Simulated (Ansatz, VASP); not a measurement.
# MoS2: VASP beside Ansatz

```
S Mo
1.0
     3.13568    0.00000    0.00000
    -1.56784    2.85136    0.00000
     0.00000    0.00000   32.41157
S Mo
2 1
Direct
  0.99431 0.98861 0.45167
  0.33903 0.67805 0.54833
  0.66667 0.33333 0.50000
```

Change from the starting cell: strain along y +0.050, atoms relaxed.

Alike in both runs: functional PBE; dispersion D3(BJ); k mesh 18 × 18 × 1; occupations gaussian, width 0.1 eV; no spin polarisation.

Ansatz relaxed the structure, and its values are those at the end. VASP's run is a single point on that final structure, the one shown.

|  | VASP | Ansatz |
| --- | --- | --- |
| version | VASP 6.6.1 | Ansatz 0.2.0 |
| potentials or method | VASP PAW PBE potentials, release 64 (S, Mo_sv), cutoff 520 eV | scalar-relativistic, plane waves, PAW |
| valence electrons in the cell | 26 | 26 |

```tsv
	VASP	Ansatz	Ansatz less VASP
gap on the k mesh at the Fermi level (eV)	none	none	-
rms of the force components (eV/Å)	0.007	0.003	-0.0031
work function, face that differs most (eV)	5.09	5.11	+0.023
```

A gap of «none» marks a metal or a gap that the smearing closes. Ansatz's warnings: stress scf threshold loose.
